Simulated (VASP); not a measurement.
# PbS (I4mm) in VASP: single point with r2SCAN

Aim: the single point of PbS with r2SCAN.

Everything below comes from runs of VASP 6.6.1. Logs are shortened: lines on timing, memory, paths and dates and some standing lists are left out, and cuts for length are marked.

### Step 1. The cell of the first run

The structure is tetragonal, space group I4mm (No. 107). Conventional cell: a = 4.249 Å, b = 4.249 Å, c = 6.011 Å, α = 90.00°, β = 90.00°, γ = 90.00°. Pb (site symmetry 4mm) has 6 S at 2.98 to 3.03 Å within 3.9 Å. S (site symmetry 4mm) has 6 Pb at 2.98 to 3.03 Å within 3.9 Å.

### Step 2. Single point, r2SCAN

POSCAR reads:

```
PbS
1.0
   -2.1245342651      2.1245342651      3.0054084493
    2.1245342651     -2.1245342651      3.0054084493
    2.1245342651      2.1245342651     -3.0054084493
Pb S
1 1
Direct
    0.2523050968      0.2523050968      0.0000000000
    0.7476949032      0.7476949032      0.0000000000
```

INCAR.step1 reads:

```
PREC     = Accurate       # precision mode
ENCUT    = 520            # plane-wave cutoff, eV
ISMEAR   = 0              # smearing method
SIGMA    = 0.02           # smearing width, eV
LREAL    = False          # projectors in reciprocal space
LASPH    = True           # aspherical terms in the spheres
NELM     = 100            # most SCF steps
NBANDS   = 17             # bands
GGA      = PE             # functional
ALGO     = Normal         # electronic algorithm
EDIFF    = 1E-4           # SCF threshold, eV
LWAVE    = True           # write WAVECAR
LCHARG   = False          # write CHGCAR
```

INCAR.step2 reads:

```
PREC     = Accurate       # precision mode
ENCUT    = 520            # plane-wave cutoff, eV
EDIFF    = 1E-6           # SCF threshold, eV
ISMEAR   = 0              # smearing method
SIGMA    = 0.02           # smearing width, eV
LREAL    = False          # projectors in reciprocal space
LASPH    = True           # aspherical terms in the spheres
NELM     = 100            # most SCF steps
ALGO     = Normal         # electronic algorithm
ISIF     = 2              # what is computed and relaxed
LWAVE    = False          # write WAVECAR
LCHARG   = False          # write CHGCAR
METAGGA  = R2SCAN         # meta-GGA
LMIXTAU  = True         
NBANDS   = 17             # bands
ISTART   = 1
```

KPOINTS reads:

```
regular mesh
0
Gamma
  12 12 12
```

Potentials or basis: VASP PAW PBE potentials, release 64 (Pb_d, S).

The run is started by

```sh
> cat potpaw_PBE.64/Pb_d/POTCAR potpaw_PBE.64/S/POTCAR > POTCAR
> cp INCAR.step1 INCAR
> mpirun -np 1 vasp_std > vasp.out
> cp INCAR.step2 INCAR
> mpirun -np 1 vasp_std > vasp.out
```

OUTCAR:

```text
PREC = Accurate
   ENCUT = 520
   EDIFF = 1E-6
   ISMEAR = 0
   LREAL = False
   LASPH = True
   NELM = 100
   ISIF = 2
   METAGGA = R2SCAN
   ISTART = 1

 ion  position               nearest neighbor table
   1  0.252  0.252  0.000-   2 2.98   2 3.00   2 3.00   2 3.00   2 3.00   2 3.03
   2  0.748  0.748  0.000-   1 2.98   1 3.00   1 3.00   1 3.00   1 3.00   1 3.03

  LATTYP: Found a body centered tetragonal cell.
 ALAT       =     4.2490685302
 C/A-ratio  =     1.4146198998

  Lattice vectors:

 A1 = (  -2.1245342651,   2.1245342651,   3.0054084493)
 A2 = (   2.1245342651,  -2.1245342651,   3.0054084493)
 A3 = (   2.1245342651,   2.1245342651,  -3.0054084493)

Analysis of symmetry for initial positions (statically):
=====================================================================
 Subroutine PRICEL returns:
 Original cell was already a primitive cell.

 Routine SETGRP: Setting up the symmetry group for a
 body centered tetragonal supercell.

 Subroutine GETGRP returns: Found  8 space group operations
 (whereof  8 operations were pure point group operations)
 out of a pool of 16 trial point group operations.

The static configuration has the point symmetry C_4v.

Analysis of symmetry for dynamics (positions and initial velocities):
=====================================================================
 Subroutine PRICEL returns:
 Original cell was already a primitive cell.

 Routine SETGRP: Setting up the symmetry group for a
 body centered tetragonal supercell.

 Subroutine GETGRP returns: Found  8 space group operations
 (whereof  8 operations were pure point group operations)
 out of a pool of 16 trial point group operations.

The dynamic configuration has the point symmetry C_4v.

 Subroutine INISYM returns: Found  8 space group operations
 (whereof  8 operations are pure point group operations),
 and found     1 'primitive' translations

----------------------------------------------------------------------------------------

                                     Primitive cell

  volume of cell :      54.2614

  direct lattice vectors                    reciprocal lattice vectors
    -2.124534265  2.124534265  3.005408449     0.000000000  0.235345698  0.166366738
     2.124534265 -2.124534265  3.005408449     0.235345698  0.000000000  0.166366738
     2.124534265  2.124534265 -3.005408449     0.235345698  0.235345698  0.000000000

  length of vectors
     4.249679004  4.249679004  4.249679004     0.288210842  0.288210842  0.332829078

  position of ions in fractional coordinates (direct lattice)
     0.252305097  0.252305097  0.000000000
     0.747694903  0.747694903  0.000000000

  ion indices of the primitive-cell ions
   primitive index   ion index
                 1           1
                 2           2

----------------------------------------------------------------------------------------

 KPOINTS: regular mesh

Automatic generation of k-mesh.
 Grid dimensions read from file:
 generate k-points for:   12   12   12

 Generating k-lattice:

  Cartesian coordinates                     Fractional coordinates (reciprocal lattice)
     0.000000000  0.019612142  0.013863895     0.083333333  0.000000000 -0.000000000
     0.019612142  0.000000000  0.013863895     0.000000000  0.083333333 -0.000000000
     0.019612142  0.019612142  0.000000000     0.000000000  0.000000000  0.083333333

  Length of vectors
     0.024017570  0.024017570  0.027735757

  Shift w.r.t. Gamma in fractional coordinates (k-lattice)
     0.000000000  0.000000000  0.000000000

 Subroutine IBZKPT returns following result:
 ===========================================

 Found    163 irreducible k-points:

 Following reciprocal coordinates:
            Coordinates               Weight
  0.000000  0.000000  0.000000      1.000000
  0.083333 -0.000000  0.000000      8.000000
  0.166667 -0.000000  0.000000      8.000000
  0.250000  0.000000  0.000000      8.000000
  0.333333  0.000000 -0.000000      8.000000
  0.416667  0.000000 -0.000000      8.000000
[... 16 lines left out ...]
  0.500000  0.166667  0.000000     16.000000
 -0.416667  0.166667  0.000000     16.000000
 [... further k-points ...]
   k-points           NKPTS =    163   k-points in BZ     NKDIM =    163   number of bands    NBANDS=     17
   number of dos      NEDOS =    301   number of ions     NIONS =      2
   total plane-waves  NPLWV =  32768
   dimension x,y,z NGX =    32 NGY =   32 NGZ =   32
   dimension x,y,z NGXF=    64 NGYF=   64 NGZF=   64
   ions per type =               1   1
   NGX,Y,Z   is equivalent  to a cutoff of  12.52, 12.52, 12.52 a.u.
   NGXF,Y,Z  is equivalent  to a cutoff of  25.04, 25.04, 25.04 a.u.
 SYSTEM =  unknown system
   PREC   = accura    normal or accurate (medium, high low for compatibility)
   ISTART =      1    job   : 0-new  1-cont  2-samecut
   ICHARG =      0    charge: 1-file 2-atom 10-const
   ISPIN  =      1    spin polarized calculation?
   LNONCOLLINEAR =      F non collinear calculations
   LSORBIT =      F    spin-orbit coupling
   LASPH  =      T    aspherical Exc in radial PAW
   ENCUT  =  520.0 eV  38.22 Ry    6.18 a.u.   7.90  7.90  7.90*2*pi/ulx,y,z
   NELM   =    100;   NELMIN=  2; NELMDL=  0     # of ELM steps
   EDIFF  = 0.1E-05   stopping-criterion for ELM
   LREAL  =      F    real-space projection
   EDIFFG = 0.1E-04   stopping-criterion for IOM
   NSW    =      0    number of steps for IOM
   IBRION =     -1    ionic relax: 0-MD 1-quasi-New 2-CG
   NFREE  =      0    steps in history (QN), initial steepest desc. (CG)
   ISIF   =      2    stress and relaxation
   ISYM   =      2    0-nonsym 1-usesym 2-fastsym
   POTIM  = 0.5000    time-step for ionic-motion
   TEBEG  =    0.0;   TEEND  =   0.0 temperature during run
   PSTRESS=    0.0 pullay stress
   NELECT =      20.0000    total number of electrons
   NUPDOWN=      -1.0000    fix difference up-down
   EMIN   =  10.00;   EMAX   =-10.00  energy-range for DOS
   EFERMI =   0.00;   METHOD = LEGACY
   ISMEAR =     0;   SIGMA  =   0.02  broadening in eV -4-tet -1-fermi 0-gaus
   EFERMI_NEDOS =   21; number of points for ismear=-14 and -15
   IALGO  =     38    algorithm
   IMIX   =      4    mixing-type and parameters
     AMIX     =   0.40;   BMIX     =  1.00
     AMIX_MAG =   1.60;   BMIX_MAG =  1.00
  volume/ion in A,a.u.               =      27.13       183.09
  Fermi-wavevector in a.u.,A,eV,Ry     =   1.173783  2.218128 18.745654  1.377767
  Thomas-Fermi vector in A             =   2.310191
   LORBIT       =      0    0 simple, 1 ext, 2 COOP (PROOUT), +10 PAW based schemes
   METAGGA = R2SCAN    functional components
   LHFCALC =     F    Hartree Fock is set to
   AEXX    =    0.0000 exact exchange contribution
   IVDW    =     0    specifies the selected vdW correction
   LEPSILON=     F    determine dielectric tensor
   LRPA    =     F    only Hartree local field effects (RPA)
 non-spin polarized calculation
 Gauss-broadening in eV      SIGMA  =   0.02
  energy-cutoff  :      520.00
  volume of cell :       54.26
 maximum number of plane-waves:      1477
   NGX = 15   NGY = 15   NGZ = 15

 number of electron      20.0000003 magnetization

 Free energy of the ion-electron system (eV)
  ---------------------------------------------------
  ext. energy  EPLUGINS =         0.00000000
  ---------------------------------------------------
  free energy    TOTEN  =       -65.60917224 eV

  energy without entropy =      -65.60917224  energy(sigma->0) =      -65.60917224

 E-fermi :   5.2355     XC(G=0): -10.0574

 val. band max:        5.1459973210   @ k =   0.5000   0.0000   0.0000
 cond. band min:       5.9147652647   @ k =   0.5000   0.0000   0.0000
 fundamental gap:      0.7687679438
 Fermi energy:         5.2354963597

 k-point     1 :       0.0000    0.0000    0.0000
  band No.  band energies     occupation
      1     -12.2038      2.00000
      2     -12.2036      2.00000
      3     -12.2036      2.00000
      4     -12.1866      2.00000
      5     -12.1864      2.00000
      6      -8.6676      2.00000
[... 9 lines left out ...]
     16      12.4301      0.00000
     17      14.3447      0.00000

 k-point     2 :       0.0833   -0.0000    0.0000
  band No.  band energies     occupation
      1     -12.2034      2.00000
      2     -12.2021      2.00000
      3     -12.2020      2.00000
      4     -12.1874      2.00000
      5     -12.1872      2.00000
      6      -8.6104      2.00000
[... 9 lines left out ...]
     16      12.6052      0.00000
     17      14.9598      0.00000

 k-point     3 :       0.1667   -0.0000    0.0000
  band No.  band energies     occupation
      1     -12.2026      2.00000
      2     -12.2009      2.00000
      3     -12.2008      2.00000
      4     -12.1865      2.00000
      5     -12.1864      2.00000
      6      -8.4445      2.00000
[... 9 lines left out ...]
     16      13.0291      0.00000
     17      16.1353      0.00000

 k-point     4 :       0.2500    0.0000    0.0000
  band No.  band energies     occupation
      1     -12.2052      2.00000
      2     -12.2050      2.00000
      3     -12.2016      2.00000
      4     -12.1794      2.00000
      5     -12.1794      2.00000
      6      -8.1896      2.00000
[... 9 lines left out ...]
     16      13.6548      0.00000
     17      17.4484      0.00000
[... 343 lines left out ...]
      1     -12.2362      2.00000
      2     -12.2069      2.00000
      3     -12.1939      2.00000
      4     -12.1724      2.00000
      5     -12.1633      2.00000
      6      -7.3916      2.00000
[... 9 lines left out ...]
     16      15.3047      0.00000
     17      17.1853      0.00000

 k-point    23 :       0.5000    0.1667    0.0000
  band No.  band energies     occupation
      1     -12.2404      2.00000
      2     -12.2037      2.00000
      3     -12.1970      2.00000
      4     -12.1736      2.00000
      5     -12.1595      2.00000
      6      -7.4224      2.00000
[... 9 lines left out ...]
     16      16.1555      0.00000
     17      16.5597      0.00000

 k-point    24 :      -0.4167    0.1667    0.0000
  band No.  band energies     occupation
      1     -12.2388      2.00000
      2     -12.2024      2.00000
      3     -12.1984      2.00000
      4     -12.1758      2.00000
      5     -12.1609      2.00000
      6      -7.6266      2.00000
[... 9 lines left out ...]
     16      16.0741      0.00000
     17      16.9607      0.00000

 [... further k-points ...]

------------------------ aborting loop because EDIFF is reached ----------------------------------------

  FORCE on cell =-STRESS in cart. coord.  units (eV):
  Direction    XX          YY          ZZ          XY          YZ          ZX
  --------------------------------------------------------------------------------------
  -------------------------------------------------------------------------------------
  Total       -0.3352265     -0.3352265     -0.3379031      0.0000000      0.0000000      0.0000000
  in kB       -9.8982385     -9.8982385     -9.9772710      0.0000000      0.0000000      0.0000000
  external PRESSURE =      -9.9245827 kB  Pullay stress =       0.0000000 kB

 VOLUME and BASIS-vectors are now :
 -----------------------------------------------------------------------------
  energy-cutoff  :      520.00
  volume of cell :       54.26
      direct lattice vectors                 reciprocal lattice vectors
    -2.124534265  2.124534265  3.005408449     0.000000000  0.235345698  0.166366738
     2.124534265 -2.124534265  3.005408449     0.235345698  0.000000000  0.166366738
     2.124534265  2.124534265 -3.005408449     0.235345698  0.235345698  0.000000000

 POSITION                                       TOTAL-FORCE (eV/Angst)
 -----------------------------------------------------------------------------------
      0.00000      0.00000      1.51656         0.000000      0.000000     -0.001470
      0.00000      0.00000      4.49426        -0.000000     -0.000000      0.001470
 -----------------------------------------------------------------------------------
    total drift:                               -0.000000     -0.000000     -0.000025

  FREE ENERGIE OF THE ION-ELECTRON SYSTEM (eV)
  ---------------------------------------------------
  free  energy   TOTEN  =       -65.6091722362 eV

  energy  without entropy=      -65.6091722362  energy(sigma->0) =      -65.60917224
```

Wall time 7.8 min (1 thread of Intel Xeon 8259CL, shared host); peak memory 0.29 GiB.

Results:

```yaml
Free_energy: -65.6092 eV
Pressure: -1.0 GPa
Band_gap_on_the_k_mesh: 0.77 eV
```

Caveat: the PAW data sets were made with another functional, which shifts forces and pressure a little; spin-orbit coupling is left out, which moves the levels of the heavy elements. A k mesh can miss the band edges.
